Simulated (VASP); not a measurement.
# Ti16H in VASP: single point with PBE+D3(BJ)

Aim: the single point of Ti16H with PBE+D3(BJ).

Program: VASP 6.6.1. These are calculated values, not measurements. Logs are shortened: lines on timing, memory, paths and dates and some standing lists are left out, and cuts for length are marked.

### 1 The cell of the first run

The cell holds a slab with vacuum, 17 atoms: a = 5.710 Å, b = 5.710 Å, c = 25.994 Å, α = 90.00°, β = 90.00°, γ = 120.00°.

### 2 Single point, PBE+D3(BJ)

Input file INCAR:

```
PREC = Accurate
ENCUT = 520
EDIFF = 1E-6
ISMEAR = 0
SIGMA = 0.1
LREAL = Auto
LASPH = T
NELM = 60
ALGO = Normal
ISIF = 2
LWAVE = F
LCHARG = F
LDIPOL = T
IDIPOL = 3
DIPOL = 0.5 0.5 0.472
GGA = PE
IVDW = 12
NBANDS = 110
```

Input file KPOINTS:

```
regular mesh
0
Gamma
  6 6 1
```

Input file POSCAR:

```
Ti16H
1.0
    5.7102790052      0.0000000000      0.0000000000
   -2.8551395026      4.9452466812      0.0000000000
    0.0000000000      0.0000000000     25.9936349258
Ti H
16 1
Direct
    0.3333333333      0.1666666667      0.3270031307
    0.3333333333      0.6666666667      0.3270031307
    0.8333333333      0.1666666667      0.3270031307
    0.8333333333      0.6666666667      0.3270031307
    0.6666666667      0.3333333333      0.4166870726
    0.6666666667      0.8333333333      0.4166870726
    0.1666666667      0.3333333333      0.4166870726
    0.1666666667      0.8333333333      0.4166870726
   -0.0034571560      0.4982714220      0.5083365485
    0.0000000000      0.0000000000      0.5075006448
    0.5017285780      0.4982714220      0.5083365485
    0.5017285780      0.0034571560      0.5083365485
    0.3333333333      0.6666666667      0.5919831194
    0.3245482238      0.1622741119      0.5950703294
    0.8377258881      0.6754517762      0.5950703294
    0.8377258881      0.1622741119      0.5950703294
    0.0000000000      0.0000000000      0.6380742770
```

Potentials or basis: VASP PAW PBE potentials, release 64 (Ti_sv, H).

On the command line:

```console
cat potpaw_PBE.64/Ti_sv/POTCAR potpaw_PBE.64/H/POTCAR > POTCAR
mpirun -np 1 vasp_std > vasp.out
```

OUTCAR:

```text
PREC = Accurate
   ENCUT = 520
   EDIFF = 1E-6
   ISMEAR = 0
   LREAL = Auto
   LASPH = T
   NELM = 60
   ISIF = 2
   GGA = PE
   IVDW = 12
 IVDW          = 12

 ion  position               nearest neighbor table
   1  0.333  0.167  0.327-   2 2.86   4 2.86   2 2.86   4 2.86   3 2.86   3 2.86   7 2.86   8 2.86
                             5 2.86
   2  0.333  0.667  0.327-   1 2.86   3 2.86   1 2.86   3 2.86   4 2.86   4 2.86   8 2.86   7 2.86
                             6 2.86
   3  0.833  0.167  0.327-   2 2.86   4 2.86   4 2.86   2 2.86   1 2.86   1 2.86   5 2.86   6 2.86
                             7 2.86
   4  0.833  0.667  0.327-   1 2.86   3 2.86   3 2.86   1 2.86   2 2.86   2 2.86   6 2.86   5 2.86
                             8 2.86
   5  0.667  0.333  0.417-   6 2.86   8 2.86   6 2.86   8 2.86   7 2.86   7 2.86   3 2.86   4 2.86
                             1 2.86  12 2.89   9 2.89  11 2.89
   6  0.667  0.833  0.417-   5 2.86   7 2.86   5 2.86   7 2.86   8 2.86   8 2.86   4 2.86   3 2.86
                             2 2.86  10 2.88  11 2.90  12 2.90
   7  0.167  0.333  0.417-   6 2.86   8 2.86   8 2.86   6 2.86   5 2.86   5 2.86   1 2.86   2 2.86
                             3 2.86  10 2.88  11 2.90   9 2.90
   8  0.167  0.833  0.417-   5 2.86   7 2.86   7 2.86   5 2.86   6 2.86   6 2.86   2 2.86   1 2.86
                             4 2.86  10 2.88   9 2.90  12 2.90
   9  0.997  0.498  0.508-  13 2.74  15 2.80  16 2.80  12 2.83  11 2.83  10 2.86  10 2.86  12 2.88
                            11 2.88   5 2.89   8 2.90   7 2.90
  10  0.000  0.000  0.508-  16 2.79  15 2.79  14 2.79   9 2.86  11 2.86  11 2.86   9 2.86  12 2.86
                            12 2.86   7 2.88   6 2.88   8 2.88
  11  0.502  0.498  0.508-  13 2.74  14 2.80  15 2.80  12 2.83   9 2.83  10 2.86  10 2.86  12 2.88
                             9 2.88   5 2.89   6 2.90   7 2.90
  12  0.502  0.003  0.508-  13 2.74  14 2.80  16 2.80  11 2.83   9 2.83  10 2.86  10 2.86  11 2.88
                             9 2.88   5 2.89   8 2.90   6 2.90
  13  0.333  0.667  0.592-  12 2.74   9 2.74  11 2.74  14 2.86  15 2.86  16 2.86  16 2.86  14 2.86
                            15 2.86
  14  0.325  0.162  0.595-  15 2.78  16 2.78  10 2.79  12 2.80  11 2.80  13 2.86  13 2.86
  15  0.838  0.675  0.595-  14 2.78  16 2.78  10 2.79   9 2.80  11 2.80  13 2.86  13 2.86
  16  0.838  0.162  0.595-  15 2.78  14 2.78  10 2.79   9 2.80  12 2.80  13 2.86  13 2.86
  17  0.000  0.000  0.638-

  LATTYP: Found a hexagonal cell.
 ALAT       =     5.7102790052
 C/A-ratio  =     4.5520779111

  Lattice vectors:

 A1 = (   5.7102790052,   0.0000000000,   0.0000000000)
 A2 = (  -2.8551395026,   4.9452466812,   0.0000000000)
 A3 = (   0.0000000000,   0.0000000000,  25.9936349258)

Analysis of symmetry for initial positions (statically):
=====================================================================
 Subroutine PRICEL returns:
 Original cell was already a primitive cell.

 Routine SETGRP: Setting up the symmetry group for a
 hexagonal supercell.

 Subroutine GETGRP returns: Found  6 space group operations
 (whereof  6 operations were pure point group operations)
 out of a pool of 24 trial point group operations.

The static configuration has the point symmetry C_3v.

Analysis of symmetry for dynamics (positions and initial velocities):
=====================================================================
 Subroutine PRICEL returns:
 Original cell was already a primitive cell.

 Routine SETGRP: Setting up the symmetry group for a
 hexagonal supercell.

 Subroutine GETGRP returns: Found  6 space group operations
 (whereof  6 operations were pure point group operations)
 out of a pool of 24 trial point group operations.

The dynamic configuration has the point symmetry C_3v.

 Subroutine INISYM returns: Found  6 space group operations
 (whereof  6 operations are pure point group operations),
 and found     1 'primitive' translations

----------------------------------------------------------------------------------------

                                     Primitive cell

  volume of cell :     734.0275

  direct lattice vectors                    reciprocal lattice vectors
     5.710279005  0.000000000  0.000000000     0.175122792  0.101107191  0.000000000
    -2.855139503  4.945246681  0.000000000     0.000000000  0.202214382  0.000000000
     0.000000000  0.000000000 25.993634926     0.000000000  0.000000000  0.038470957

  length of vectors
     5.710279005  5.710279005 25.993634926     0.202214382  0.202214382  0.038470957

  position of ions in fractional coordinates (direct lattice)
     0.333333333  0.166666667  0.327003131
     0.333333333  0.666666667  0.327003131
[... 53 lines left out ...]

  Shift w.r.t. Gamma in fractional coordinates (k-lattice)
     0.000000000  0.000000000  0.000000000

 Subroutine IBZKPT returns following result:
 ===========================================

 Found      7 irreducible k-points:

 Following reciprocal coordinates:
            Coordinates               Weight
  0.000000  0.000000  0.000000      1.000000
  0.166667  0.000000  0.000000      6.000000
  0.333333  0.000000  0.000000      6.000000
  0.500000  0.000000  0.000000      3.000000
  0.166667  0.166667  0.000000      6.000000
  0.333333  0.166667  0.000000     12.000000
  0.333333  0.333333  0.000000      2.000000
   k-points           NKPTS =      7   k-points in BZ     NKDIM =      7   number of bands    NBANDS=    110
   number of dos      NEDOS =    301   number of ions     NIONS =     17
   total plane-waves  NPLWV = 345744
   dimension x,y,z NGX =    42 NGY =   42 NGZ =  196
   dimension x,y,z NGXF=    84 NGYF=   84 NGZF=  392
   ions per type =              16   1
   NGX,Y,Z   is equivalent  to a cutoff of  12.23, 12.23, 12.54 a.u.
   NGXF,Y,Z  is equivalent  to a cutoff of  24.46, 24.46, 25.07 a.u.
 SYSTEM =  unknown system
   PREC   = accura    normal or accurate (medium, high low for compatibility)
   ISTART =      0    job   : 0-new  1-cont  2-samecut
   ICHARG =      2    charge: 1-file 2-atom 10-const
   ISPIN  =      1    spin polarized calculation?
   LNONCOLLINEAR =      F non collinear calculations
   LSORBIT =      F    spin-orbit coupling
   LASPH  =      T    aspherical Exc in radial PAW
   ENCUT  =  520.0 eV  38.22 Ry    6.18 a.u.  10.62 10.62 48.33*2*pi/ulx,y,z
   NELM   =     60;   NELMIN=  2; NELMDL= -5     # of ELM steps
   EDIFF  = 0.1E-05   stopping-criterion for ELM
   LREAL  =      T    real-space projection
   EDIFFG = 0.1E-04   stopping-criterion for IOM
   NSW    =      0    number of steps for IOM
   IBRION =     -1    ionic relax: 0-MD 1-quasi-New 2-CG
   NFREE  =      0    steps in history (QN), initial steepest desc. (CG)
   ISIF   =      2    stress and relaxation
   ISYM   =      2    0-nonsym 1-usesym 2-fastsym
   POTIM  = 0.5000    time-step for ionic-motion
   TEBEG  =    0.0;   TEEND  =   0.0 temperature during run
   PSTRESS=    0.0 pullay stress
   NELECT =     193.0000    total number of electrons
   NUPDOWN=      -1.0000    fix difference up-down
   EMIN   =  10.00;   EMAX   =-10.00  energy-range for DOS
   EFERMI =   0.00;   METHOD = LEGACY
   ISMEAR =     0;   SIGMA  =   0.10  broadening in eV -4-tet -1-fermi 0-gaus
   EFERMI_NEDOS =   21; number of points for ismear=-14 and -15
   IALGO  =     38    algorithm
   IMIX   =      4    mixing-type and parameters
     AMIX     =   0.40;   BMIX     =  1.00
     AMIX_MAG =   1.60;   BMIX_MAG =  1.00
  volume/ion in A,a.u.               =      43.18       291.38
  Fermi-wavevector in a.u.,A,eV,Ry     =   1.048793  1.981932 14.965960  1.099967
  Thomas-Fermi vector in A             =   2.183729
   LORBIT       =      0    0 simple, 1 ext, 2 COOP (PROOUT), +10 PAW based schemes
   GGA     = PE    functional components
   LHFCALC =     F    Hartree Fock is set to
   AEXX    =    0.0000 exact exchange contribution
   IVDW    =    12    specifies the selected vdW correction
   LEPSILON=     F    determine dielectric tensor
   LRPA    =     F    only Hartree local field effects (RPA)
 non-spin polarized calculation
 Gauss-broadening in eV      SIGMA  =   0.10
  energy-cutoff  :      520.00
  volume of cell :      734.03
 maximum number of plane-waves:     19825
   NGX = 21   NGY = 21   NGZ = 97

 dipolmoment           0.000000      0.000000      0.098892 electrons x Angstroem

 number of electron     192.9999956 magnetization

 dipolmoment           0.000000      0.000000     -0.029559 electrons x Angstroem

 Free energy of the ion-electron system (eV)
  ---------------------------------------------------
  ext. energy  EPLUGINS =         0.00000000
  ---------------------------------------------------
  free energy    TOTEN  =      -122.15122381 eV

  energy without entropy =     -121.97283009  energy(sigma->0) =     -122.06202695

 E-fermi :   0.4532     XC(G=0):  -5.0435

 val. band max:        0.4490860183   @ k =   0.5000   0.0000   0.0000
 cond. band min:       0.4551055830   @ k =   0.5000   0.0000   0.0000
 fundamental gap:      0.0060195646
 Fermi energy:         0.4531711763

 k-point     1 :       0.0000    0.0000    0.0000
  band No.  band energies     occupation
      1     -56.3940      2.00000
      2     -56.3482      2.00000
      3     -56.2903      2.00000
      4     -56.2903      2.00000
      5     -56.2869      2.00000
      6     -56.2394      2.00000
[... 766 lines left out ...]
    107       0.7397      0.00005
    108       0.9009      0.00000
 [bands above 108 left out]

------------------------ aborting loop because EDIFF is reached ----------------------------------------

 vacuum level on the upper side and lower side of the slab       (xc-potential included)        -0.231        -0.052

 Edisp (eV)   -7.67641

 E8    (eV) :    -3.7550

  FORCE on cell =-STRESS in cart. coord.  units (eV):
  Direction    XX          YY          ZZ          XY          YZ          ZX
  --------------------------------------------------------------------------------------
  -------------------------------------------------------------------------------------
  Total      -3.30167    -3.30167    -4.07356    -0.00000     0.00000     0.00000
  in kB      -7.20663    -7.20663    -8.89145    -0.00000     0.00000     0.00000
  external pressure =       -7.77 kB  Pullay stress =        0.00 kB

 VOLUME and BASIS-vectors are now :
 -----------------------------------------------------------------------------
  energy-cutoff  :      520.00
  volume of cell :      734.03
      direct lattice vectors                 reciprocal lattice vectors
     5.710279005  0.000000000  0.000000000     0.175122792  0.101107191  0.000000000
    -2.855139503  4.945246681  0.000000000     0.000000000  0.202214382  0.000000000
     0.000000000  0.000000000 25.993634926     0.000000000  0.000000000  0.038470957

 POSITION                                       TOTAL-FORCE (eV/Angst)
 -----------------------------------------------------------------------------------
      1.42757      0.82421      8.50000         0.027669      0.015975      0.369869
     -0.00000      3.29683      8.50000        -0.000000      0.000000      0.398197
      4.28271      0.82421      8.50000        -0.027669      0.015975      0.369869
      2.85514      3.29683      8.50000        -0.000000     -0.031950      0.369869
      2.85514      1.64842     10.83121        -0.000000      0.000000     -0.357987
      1.42757      4.12104     10.83121        -0.010727     -0.006193     -0.370297
[... 9 lines left out ...]
      4.32033      0.80249     15.46804        -0.008678      0.005010      0.004537
      0.00000      0.00000     16.58587        -0.000000      0.000000     -0.011489
 -----------------------------------------------------------------------------------
    total drift:                               -0.000001      0.000000      0.043869

  FREE ENERGIE OF THE ION-ELECTRON SYSTEM (eV)
  ---------------------------------------------------
  free  energy   TOTEN  =      -129.8276335630 eV

  energy  without entropy=     -129.6492398467  energy(sigma->0) =     -129.73843670

 vacuum level on the upper side and lower side of the slab         4.726         4.908
```

Run time: 43 min. Hardware: 1 thread of Intel Xeon Platinum 8259CL at 2.50GHz (Skylake/Cascade Lake), shared host; peak memory 0.88 GiB.

Results:

| Item | Value |
| --- | --- |
| Free energy | -129.8276 eV |
| Largest force | 0.398 eV/Å |
| Dispersion energy per atom | -0.452 eV |

Forces in eV/Å, atoms in the order of the input:
```
Ti   0.028  0.016  0.370
Ti   0.000  0.000  0.398
Ti  -0.028  0.016  0.370
Ti   0.000 -0.032  0.370
Ti   0.000  0.000 -0.358
Ti  -0.011 -0.006 -0.370
Ti   0.000  0.012 -0.370
Ti   0.011 -0.006 -0.370
Ti  -0.001 -0.001 -0.001
Ti   0.000  0.000  0.012
Ti   0.001 -0.001 -0.001
Ti   0.000  0.002 -0.001
Ti   0.000  0.000 -0.051
Ti   0.009  0.005  0.005
Ti   0.000 -0.010  0.005
Ti  -0.009  0.005  0.005
H    0.000  0.000 -0.011
```
